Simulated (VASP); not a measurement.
# SbBr (F-43m) in VASP: further runs, part 2 of 2

VASP 6.6.1. Earlier steps stand in the parts before.

## (6) Relaxation of cell and atoms, PBE

This run uses another cell than the first one, of 43.88 Å³/atom, 1.177 times its volume.

INCAR

```
SYSTEM = SbBr
  ALGO = Normal
  EDIFF = 1E-7
  EDIFFG = -0.01
  ENCUT = 600
  GGA = PE
  IBRION = 2
  ISIF = 3
  ISMEAR = 0
  LASPH = .TRUE.
  LCHARG = .FALSE.
  LREAL = .FALSE.
  LWAVE = .FALSE.
  NELM = 60
  NSW = 100
  PREC = Accurate
  SIGMA = 0.1
```

KPOINTS

```
k-points
0
G
  14 14 14
  0 0 0
```

POSCAR

```
SbBr
1.0
    0.0000000000      3.5270810918      3.5270810918
    3.5270810918      0.0000000000      3.5270810918
    3.5270810918      3.5270810918      0.0000000000
Sb Br
1 1
Direct
    0.0000000000      0.0000000000      0.0000000000
    0.2500000000      0.2500000000      0.2500000000
```

Potentials or basis: VASP PAW PBE potentials, release 64 (Sb, Br).

Run with:

```bash
> cat potpaw_PBE.64/Sb/POTCAR potpaw_PBE.64/Br/POTCAR > POTCAR
> mpirun -np 1 vasp_std > vasp.out
```

OUTCAR:

```text
SYSTEM = SbBr
   EDIFF = 1E-7
   EDIFFG = -0.01
   ENCUT = 600
   GGA = PE
   IBRION = 2
   ISIF = 3
   ISMEAR = 0
   LASPH = .TRUE.
   LREAL = .FALSE.
   NELM = 60
   NSW = 100
   PREC = Accurate

 ion  position               nearest neighbor table
   1  0.000  0.000  0.000-   2 3.05   2 3.05   2 3.05   2 3.05
   2  0.250  0.250  0.250-   1 3.05   1 3.05   1 3.05   1 3.05

  LATTYP: Found a face centered cubic cell.
 ALAT       =     7.0541621836

  Lattice vectors:

 A1 = (   0.0000000000,   3.5270810918,   3.5270810918)
 A2 = (   3.5270810918,   0.0000000000,   3.5270810918)
 A3 = (   3.5270810918,   3.5270810918,   0.0000000000)

Analysis of symmetry for initial positions (statically):
=====================================================================
 Subroutine PRICEL returns:
 Original cell was already a primitive cell.

 Routine SETGRP: Setting up the symmetry group for a
 face centered cubic supercell.

 Subroutine GETGRP returns: Found 24 space group operations
 (whereof 24 operations were pure point group operations)
 out of a pool of 48 trial point group operations.

[... 218 lines left out ...]
      1     -14.0273      2.00000
      2      -6.3095      2.00000
      3      -1.9693      2.00000
      4      -1.9693      2.00000
      5      -1.9693      2.00000
      6       2.0471      1.99885
      7       2.0471      1.99885
      8       2.0471      1.99885
      9       5.9469      0.00000
     10       8.7924      0.00000
[... 287 lines left out ...]
 k-point    24 :       0.2857    0.1429    0.0000
  band No.  band energies     occupation
      1     -13.9443      2.00000
      2      -6.7295      2.00000
      3      -2.3040      2.00000
      4      -2.2618      2.00000
      5      -1.5087      2.00000
      6       1.6768      2.00000
      7       2.6078      0.00000
      8       2.6154      0.00000
      9       7.2133      0.00000
     10       7.5927      0.00000

 [... further k-points ...]

------------------------ aborting loop because EDIFF is reached ----------------------------------------

  FORCE on cell =-STRESS in cart. coord.  units (eV):
  Direction    XX          YY          ZZ          XY          YZ          ZX
  --------------------------------------------------------------------------------------
  -------------------------------------------------------------------------------------
  Total       -0.0091992     -0.0091992     -0.0091992      0.0000000      0.0000000      0.0000000
  in kB       -0.1684619     -0.1684619     -0.1684619      0.0000000      0.0000000      0.0000000
  external PRESSURE =      -0.1684619 kB  Pullay stress =       0.0000000 kB

 VOLUME and BASIS-vectors are now :
 -----------------------------------------------------------------------------
  energy-cutoff  :      600.00
  volume of cell :       87.49
      direct lattice vectors                 reciprocal lattice vectors
     0.000000000  3.523514682  3.523514682    -0.141903765  0.141903765  0.141903765
     3.523514682 -0.000000000  3.523514682     0.141903765 -0.141903765  0.141903765
     3.523514682  3.523514682  0.000000000     0.141903765  0.141903765 -0.141903765

 POSITION                                       TOTAL-FORCE (eV/Angst)
 -----------------------------------------------------------------------------------
      0.00000      3.52351      3.52351        -0.000000      0.000000     -0.000000
      1.76176      1.76176      1.76176         0.000000     -0.000000      0.000000
 -----------------------------------------------------------------------------------
    total drift:                               -0.000000     -0.000000     -0.000000

  FREE ENERGIE OF THE ION-ELECTRON SYSTEM (eV)
  ---------------------------------------------------
  free  energy   TOTEN  =        -4.5657387171 eV

  energy  without entropy=       -4.5567332586  energy(sigma->0) =       -4.56123599

 reached required accuracy - stopping structural energy minimisation
```

CONTCAR:

```text
SbBr
   1.00000000000000
     0.0000000000000000    3.5235146817458625    3.5235146817458625
     3.5235146817458625   -0.0000000000000000    3.5235146817458625
     3.5235146817458625    3.5235146817458625    0.0000000000000000
  Sb              Br
     1     1
Direct
     1.0000000000000000    0.0000000000000000    0.0000000000000000
     0.2500000000000000    0.2500000000000000    0.2500000000000000

  0.00000000E+00  0.00000000E+00  0.00000000E+00
  0.00000000E+00  0.00000000E+00  0.00000000E+00
```

Wall time 51 s (1 thread of Intel Xeon 6975P-C (Granite Rapids), shared host); peak memory 0.34 GiB.

Results:

| Item | Value |
| --- | --- |
| Free energy | -4.5657 eV |
| Relaxed volume | 43.74 Å³/atom |
| Relaxed cell | a = 4.983 Å, b = 4.983 Å, c = 4.983 Å, α = 60.00°, β = 60.00°, γ = 60.00° |
| Space group after relaxing (to 0.05 Å) | F-43m (No. 216) |
| Energy gained by relaxing | 0.0 meV/atom |
| Ionic steps | 2 |
| Pressure after relaxing | 0.0 GPa |
| Band gap on the k mesh | zero (band 6 reaches 2.59 eV, above the bottom of band 7 at 2.05 eV) |

Final structure:
```
Sb Br
1.0
     0.00000    3.52351    3.52351
     3.52351    0.00000    3.52351
     3.52351    3.52351    0.00000
Sb Br
1 1
Cartesian
  0.0000 3.5235 3.5235
  1.7618 1.7618 1.7618
```

Caveat: spin-orbit coupling is left out, which moves the levels of the heavy elements.

## (7) Summary

```tsv
task	cell	k mesh	cutoff (eV)	gap on the mesh (eV)	pressure (GPa)	relaxed volume (Å³/atom)
single point	a = 4.724 Å, angles 60.0°, 2 atoms	4 × 4 × 4	520	none	5.1	-
single point	a = 4.988 Å, angles 60.0°, 2 atoms	4 × 4 × 4	520	none	0.1	-
relaxation of cell and atoms	relaxed from a = 4.724 Å, angles 60.0°, 2 atoms	4 × 4 × 4	600	none	0.0	44.02
single point	a = 4.988 Å, angles 60.0°, 2 atoms	14 × 14 × 14	520	none	-0.1	-
relaxation of cell and atoms	relaxed from a = 4.988 Å, angles 60.0°, 2 atoms	14 × 14 × 14	600	none	0.0	43.74
```

Alike in all rows: level PBE; potentials or basis VASP PAW PBE potentials, release 64 (Sb, Br); no spin polarisation; smearing gaussian 0.1 eV.

Caveats: some runs use coarse meshes; spin-orbit coupling is left out, which moves the levels of the heavy elements; the volume moved by over 15 % at a fixed basis, so the end points are rough (some runs).

Total energies depend on the potentials used, so only differences within one code and one set of settings carry meaning.
